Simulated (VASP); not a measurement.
# Rh (Fm-3m) in VASP: notebook

The runs below take Rh through single point, with PBE, revPBE+D4.

All numbers are computed with VASP 6.6.1; they aren't measurements. Logs are shortened: lines on timing, memory, paths and dates and some standing lists are left out, and cuts for length are marked.

### Step 1. The cell of the first run

It takes space group Fm-3m (No. 225, cubic). The conventional cell has a = 3.796 Å, b = 3.796 Å, c = 3.796 Å, α = 90.00°, β = 90.00°, γ = 90.00°. Rh (site symmetry m-3m) has 12 Rh at 2.68 Å within 3.5 Å.

### Step 2. Single point, PBE

Contents of INCAR:

```
SYSTEM = Rh
  PREC = Accurate
  ENCUT = 520
  EDIFF = 1E-6
  ISMEAR = 0
  SIGMA = 0.019000000000000003
  LREAL = .FALSE.
  LASPH = .TRUE.
  NELM = 60
  ALGO = Normal
  ISIF = 2
  LWAVE = .FALSE.
  LCHARG = .TRUE.
  GGA = PE
  LELF = .TRUE.
  LVHAR = .TRUE.
  NBANDS = 14
```

Contents of KPOINTS:

```
regular mesh
0
G
  12 12 12
  0 0 0
```

Contents of POSCAR:

```
Rh
1.0
    0.0000000000      1.8978500000      1.8978500000
    1.8978500000      0.0000000000      1.8978500000
    1.8978500000      1.8978500000      0.0000000000
Rh
1
Direct
    0.0000000000      0.0000000000      0.0000000000
```

Potentials or basis: VASP PAW PBE potentials, release 64 (Rh_pv).

Started as:

```
cat potpaw_PBE.64/Rh_pv/POTCAR > POTCAR
mpirun -np 1 vasp_std > vasp.out
```

OUTCAR:

```text
SYSTEM = Rh
   PREC = Accurate
   ENCUT = 520
   EDIFF = 1E-6
   ISMEAR = 0
   LREAL = .FALSE.
   LASPH = .TRUE.
   NELM = 60
   ISIF = 2
   GGA = PE

 ion  position               nearest neighbor table
   1  0.000  0.000  0.000-

  LATTYP: Found a face centered cubic cell.
 ALAT       =     3.7957000000

  Lattice vectors:

 A1 = (   0.0000000000,   1.8978500000,   1.8978500000)
 A2 = (   1.8978500000,   0.0000000000,   1.8978500000)
 A3 = (   1.8978500000,   1.8978500000,   0.0000000000)

Analysis of symmetry for initial positions (statically):
[... 33 lines left out ...]
                                     Primitive cell

  volume of cell :      13.6715

  direct lattice vectors                    reciprocal lattice vectors
     0.000000000  1.897850000  1.897850000    -0.263456016  0.263456016  0.263456016
     1.897850000  0.000000000  1.897850000     0.263456016 -0.263456016  0.263456016
     1.897850000  1.897850000  0.000000000     0.263456016  0.263456016 -0.263456016

  length of vectors
     2.683965209  2.683965209  2.683965209     0.456319205  0.456319205  0.456319205

  position of ions in fractional coordinates (direct lattice)
     0.000000000  0.000000000  0.000000000

  ion indices of the primitive-cell ions
   primitive index   ion index
                 1           1

----------------------------------------------------------------------------------------

 KPOINTS: regular mesh

Automatic generation of k-mesh.
 Grid dimensions read from file:
 generate k-points for:   12   12   12

 Generating k-lattice:

  Cartesian coordinates                     Fractional coordinates (reciprocal lattice)
    -0.021954668  0.021954668  0.021954668     0.083333333  0.000000000  0.000000000
     0.021954668 -0.021954668  0.021954668     0.000000000  0.083333333  0.000000000
     0.021954668  0.021954668 -0.021954668     0.000000000  0.000000000  0.083333333

  Length of vectors
     0.038026600  0.038026600  0.038026600

  Shift w.r.t. Gamma in fractional coordinates (k-lattice)
     0.000000000  0.000000000  0.000000000

 Subroutine IBZKPT returns following result:
 ===========================================

 Found     72 irreducible k-points:

 Following reciprocal coordinates:
            Coordinates               Weight
  0.000000  0.000000  0.000000      1.000000
  0.083333  0.000000  0.000000      8.000000
  0.166667  0.000000  0.000000      8.000000
  0.250000  0.000000  0.000000      8.000000
  0.333333  0.000000  0.000000      8.000000
  0.416667  0.000000  0.000000      8.000000
[... 16 lines left out ...]
  0.500000  0.166667  0.000000     24.000000
 -0.416667  0.166667  0.000000     24.000000
 [... further k-points ...]
   k-points           NKPTS =     72   k-points in BZ     NKDIM =     72   number of bands    NBANDS=     14
   number of dos      NEDOS =    301   number of ions     NIONS =      1
   total plane-waves  NPLWV =   8000
   dimension x,y,z NGX =    20 NGY =   20 NGZ =   20
   dimension x,y,z NGXF=    40 NGYF=   40 NGZF=   40
   ions per type =               1
   NGX,Y,Z   is equivalent  to a cutoff of  12.39, 12.39, 12.39 a.u.
   NGXF,Y,Z  is equivalent  to a cutoff of  24.78, 24.78, 24.78 a.u.
 SYSTEM =  Rh
   PREC   = accura    normal or accurate (medium, high low for compatibility)
   ISTART =      0    job   : 0-new  1-cont  2-samecut
   ICHARG =      2    charge: 1-file 2-atom 10-const
   ISPIN  =      1    spin polarized calculation?
   LNONCOLLINEAR =      F non collinear calculations
   LSORBIT =      F    spin-orbit coupling
   LASPH  =      T    aspherical Exc in radial PAW
   ENCUT  =  520.0 eV  38.22 Ry    6.18 a.u.   4.99  4.99  4.99*2*pi/ulx,y,z
   NELM   =     60;   NELMIN=  2; NELMDL= -5     # of ELM steps
   EDIFF  = 0.1E-05   stopping-criterion for ELM
   LREAL  =      F    real-space projection
   EDIFFG = 0.1E-04   stopping-criterion for IOM
   NSW    =      0    number of steps for IOM
   IBRION =     -1    ionic relax: 0-MD 1-quasi-New 2-CG
   NFREE  =      0    steps in history (QN), initial steepest desc. (CG)
   ISIF   =      2    stress and relaxation
   ISYM   =      2    0-nonsym 1-usesym 2-fastsym
   POTIM  = 0.5000    time-step for ionic-motion
   TEBEG  =    0.0;   TEEND  =   0.0 temperature during run
   PSTRESS=    0.0 pullay stress
   NELECT =      15.0000    total number of electrons
   NUPDOWN=      -1.0000    fix difference up-down
   EMIN   =  10.00;   EMAX   =-10.00  energy-range for DOS
   EFERMI =   0.00;   METHOD = LEGACY
   ISMEAR =     0;   SIGMA  =   0.02  broadening in eV -4-tet -1-fermi 0-gaus
   EFERMI_NEDOS =   21; number of points for ismear=-14 and -15
   IALGO  =     38    algorithm
   IMIX   =      4    mixing-type and parameters
     AMIX     =   0.40;   BMIX     =  1.00
     AMIX_MAG =   1.60;   BMIX_MAG =  1.00
  volume/ion in A,a.u.               =      13.67        92.26
  Fermi-wavevector in a.u.,A,eV,Ry     =   1.688496  3.190795 38.790465  2.851019
  Thomas-Fermi vector in A             =   2.770792
   LORBIT       =      0    0 simple, 1 ext, 2 COOP (PROOUT), +10 PAW based schemes
   GGA     = PE    functional components
   LHFCALC =     F    Hartree Fock is set to
   AEXX    =    0.0000 exact exchange contribution
   IVDW    =     0    specifies the selected vdW correction
   LEPSILON=     F    determine dielectric tensor
   LRPA    =     F    only Hartree local field effects (RPA)
 non-spin polarized calculation
 Gauss-broadening in eV      SIGMA  =   0.02
  energy-cutoff  :      520.00
  volume of cell :       13.67
 maximum number of plane-waves:       380
   NGX =  9   NGY =  9   NGZ =  9

 number of electron      15.0000007 magnetization

 Free energy of the ion-electron system (eV)
  ---------------------------------------------------
  ext. energy  EPLUGINS =         0.00000000
  ---------------------------------------------------
  free energy    TOTEN  =        -7.25251334 eV

  energy without entropy =       -7.25211253  energy(sigma->0) =       -7.25231294

 E-fermi :  12.0594     XC(G=0): -14.0713

 val. band max:       12.0440091875   @ k =   0.3333   0.1667   0.0000
 cond. band min:      12.0708417891   @ k =   0.5000   0.4167   0.0000
 fundamental gap:      0.0268326016
 Fermi energy:        12.0593781206

 k-point     1 :       0.0000    0.0000    0.0000
  band No.  band energies     occupation
      1     -34.4044      2.00000
      2     -34.4044      2.00000
      3     -34.4044      2.00000
      4       4.0068      2.00000
      5       8.8899      2.00000
      6       8.8899      2.00000
      7       8.8899      2.00000
      8      10.9918      2.00000
      9      10.9918      2.00000
     10      28.0012      0.00000
     11      32.4775      0.00000
     12      33.4934      0.00000
     13      33.4934      0.00000
     14      33.4934      0.00000

 k-point     2 :       0.0833    0.0000    0.0000
  band No.  band energies     occupation
      1     -34.4561      2.00000
      2     -34.4114      2.00000
      3     -34.4114      2.00000
      4       4.2851      2.00000
      5       8.7705      2.00000
      6       8.9964      2.00000
      7       8.9964      2.00000
      8      10.9345      2.00000
      9      10.9345      2.00000
     10      28.3995      0.00000
     11      32.0997      0.00000
     12      32.4806      0.00000
     13      33.9026      0.00000
     14      33.9026      0.00000

 k-point     3 :       0.1667    0.0000    0.0000
  band No.  band energies     occupation
      1     -34.5959      2.00000
      2     -34.4304      2.00000
      3     -34.4304      2.00000
      4       5.0243      2.00000
      5       8.5593      2.00000
      6       9.2119      2.00000
      7       9.2119      2.00000
      8      10.8862      2.00000
      9      10.8862      2.00000
     10      29.2286      0.00000
     11      29.7516      0.00000
     12      32.4778      0.00000
     13      35.0376      0.00000
     14      35.0376      0.00000

 k-point     4 :       0.2500    0.0000    0.0000
  band No.  band energies     occupation
      1     -34.7838      2.00000
      2     -34.4562      2.00000
      3     -34.4562      2.00000
      4       5.7976      2.00000
      5       8.7712      2.00000
      6       9.2529      2.00000
      7       9.2529      2.00000
      8      11.1558      2.00000
      9      11.1558      2.00000
     10      27.1533      0.00000
     11      29.5980      0.00000
     12      32.4778      0.00000
     13      36.5004      0.00000
     14      36.5004      0.00000

 k-point     5 :       0.3333    0.0000    0.0000
  band No.  band energies     occupation
      1     -34.9684      2.00000
      2     -34.4819      2.00000
      3     -34.4819      2.00000
      4       6.0058      2.00000
      5       9.0732      2.00000
      6       9.0732      2.00000
      7      10.0089      2.00000
      8      11.7534      2.00000
      9      11.7534      2.00000
     10      24.4839      0.00000
     11      28.7251      0.00000
[... 276 lines left out ...]
 k-point    22 :       0.4167    0.1667    0.0000
  band No.  band energies     occupation
      1     -34.9957      2.00000
      2     -34.5787      2.00000
      3     -34.5499      2.00000
      4       6.5539      2.00000
      5       8.2723      2.00000
      6       9.0455      2.00000
      7       9.7713      2.00000
      8      12.5076      0.00000
      9      13.6333      0.00000
     10      23.8122      0.00000
     11      29.1484      0.00000
     12      31.3547      0.00000
     13      32.4717      0.00000
     14      33.1423      0.00000

 k-point    23 :       0.5000    0.1667    0.0000
  band No.  band energies     occupation
      1     -35.0747      2.00000
      2     -34.6185      2.00000
      3     -34.5505      2.00000
      4       6.5039      2.00000
      5       8.2081      2.00000
      6       9.5796      2.00000
      7       9.6810      2.00000
      8      12.6240      0.00000
      9      15.5697      0.00000
     10      21.2073      0.00000
     11      28.4032      0.00000
     12      31.5188      0.00000
     13      31.8624      0.00000
     14      32.4837      0.00000

 k-point    24 :      -0.4167    0.1667    0.0000
  band No.  band energies     occupation
      1     -35.0812      2.00000
      2     -34.6431      2.00000
      3     -34.5352      2.00000
      4       6.5716      2.00000
      5       8.2219      2.00000
      6       9.4882      2.00000
      7       9.9234      2.00000
      8      12.2524      0.00000
      9      16.1450      0.00000
     10      20.7941      0.00000
     11      28.0745      0.00000
     12      30.9579      0.00000
     13      32.4800      0.00000
     14      32.6426      0.00000

 [... further k-points ...]
[... 5 lines left out ...]
  --------------------------------------------------------------------------------------
  -------------------------------------------------------------------------------------
  Total        0.6329799      0.6329799      0.6329799     -0.0000000     -0.0000000      0.0000000
  in kB       74.1796654     74.1796654     74.1796654     -0.0000000     -0.0000000      0.0000000
  external PRESSURE =      74.1796654 kB  Pullay stress =       0.0000000 kB

 VOLUME and BASIS-vectors are now :
 -----------------------------------------------------------------------------
  energy-cutoff  :      520.00
  volume of cell :       13.67
      direct lattice vectors                 reciprocal lattice vectors
     0.000000000  1.897850000  1.897850000    -0.263456016  0.263456016  0.263456016
     1.897850000  0.000000000  1.897850000     0.263456016 -0.263456016  0.263456016
     1.897850000  1.897850000  0.000000000     0.263456016  0.263456016 -0.263456016

 POSITION                                       TOTAL-FORCE (eV/Angst)
 -----------------------------------------------------------------------------------
      0.00000      0.00000      0.00000         0.000000      0.000000      0.000000
 -----------------------------------------------------------------------------------
    total drift:                               -0.000000     -0.000000     -0.000000

  FREE ENERGIE OF THE ION-ELECTRON SYSTEM (eV)
  ---------------------------------------------------
  free  energy   TOTEN  =        -7.2525133430 eV

  energy  without entropy=       -7.2521125278  energy(sigma->0) =       -7.25231294
```

It used 10 s of CPU time on 1 thread of AMD EPYC 7R13 Processor (Zen 3) (shared host).

What came out:

```
Free energy : -7.2525 eV
Pressure    : 7.4 GPa
```

### Step 3. Single point, PBE

Contents of INCAR:

```
SYSTEM = Rh
ALGO = Normal ; EDIFF = 1E-6
ENCUT = 520 ; GGA = PE
ISIF = 2 ; ISMEAR = 0
LASPH = .TRUE. ; LCHARG = .TRUE.
LELF = .TRUE. ; LREAL = .FALSE.
LVHAR = .TRUE. ; LWAVE = .FALSE.
NBANDS = 14 ; NELM = 100
PREC = Accurate ; SIGMA = 0.028000000000000004
```

Contents of KPOINTS:

```
k-points
0
G
  12 12 12
  0 0 0
```

POSCAR is that of step 2.

Potentials or basis: VASP PAW PBE potentials, release 64 (Rh_pv).

Started as:

```
cat potpaw_PBE.64/Rh_pv/POTCAR > POTCAR
mpirun -np 1 vasp_std > vasp.out
```

It took 13 s on 1 thread of AMD EPYC 7R13 (Zen 3), shared host; peak memory 0.1 GiB.

Results (log left out):

```yaml
Free_energy: -7.2527 eV
Pressure: 7.4 GPa
```

Levels at points of the mesh, in eV from the Fermi level:
```tsv
k point	band 5	band 6	band 7	band 8	band 9	band 10
(0.00, 0.00, 0.00)	-3.17	-3.17	-3.17	-1.06	-1.06	15.95
(0.50, 0.00, 0.00)	-3.24	-3.24	0.51	0.51	0.68	8.64
(0.50, 0.50, 0.00)	-6.05	0.48	0.93	0.93	3.22	12.29
```

### Step 4. Single point, revPBE+D4

This run uses another cell than the first one, of 13.42 Å³/atom, 0.981 times its volume.

Contents of INCAR:

```
ALGO = Normal
EDIFF = 1E-6
ENCUT = 520
GGA = RE
ISIF = 2
ISMEAR = -1
IVDW = 13
LASPH = True
LCHARG = False
LREAL = False
LWAVE = False
NBANDS = 14
NELM = 100
PREC = Accurate
SIGMA = 0.05
```

Contents of KPOINTS:

```
k-points
0
Gamma
  12 12 12
```

Contents of POSCAR:

```
Rh
1.0
    0.0000000000      1.8860095312      1.8860095312
    1.8860095312      0.0000000000      1.8860095312
    1.8860095312      1.8860095312      0.0000000000
Rh
1
Direct
    0.0000000000      0.0000000000      0.0000000000
```

Started as:

```
cat potpaw_PBE.64/Rh_pv/POTCAR > POTCAR
mpirun -np 1 vasp_std > vasp.out
```

It took 17 s on 1 thread of AMD EPYC 7R13 (Zen 3), shared host; peak memory 0.1 GiB.

It converged, with:

- Free energy: -8.1652 eV
- Pressure: 0.1 GPa
- Dispersion energy per atom: -1.449 eV

Levels at points of the mesh, in eV from the Fermi level:
```
           k point  band 5  band 6  band 7  band 8  band 9  band 10
(0.00, 0.00, 0.00)   -3.21   -3.21   -3.21   -1.05   -1.05    15.98
(0.50, 0.00, 0.00)   -3.30   -3.30    0.57    0.57    0.71     8.90
(0.50, 0.50, 0.00)   -6.18    0.54    1.00    1.00    3.31    12.59
```

Caveat: the PAW data sets were made with another functional, which shifts forces and pressure a little; pairwise dispersion overbinds metals, which lowers pressure and volume.

### Step 5. The runs side by side

| level | cell | smearing | gap on the mesh (eV) | pressure (GPa) |
| --- | --- | --- | --- | --- |
| PBE | a = 2.684 Å, angles 60.0°, 1 atom | gaussian 0.019 eV | none | 7.4 |
| PBE | a = 2.684 Å, angles 60.0°, 1 atom | gaussian 0.028 eV | none | 7.4 |
| revPBE+D4 | a = 2.667 Å, angles 60.0°, 1 atom | fermi-dirac 0.05 eV | none | 0.1 |

Alike in all rows: task single point; potentials or basis VASP PAW PBE potentials, release 64 (Rh_pv); no spin polarisation; k mesh 12 × 12 × 12; cutoff (eV) 520.

Caveats: the PAW data sets were made with another functional, which shifts forces and pressure a little (some runs); pairwise dispersion overbinds metals, which lowers pressure and volume (some runs).

Absolute energies hang on the potentials; compare differences alone.
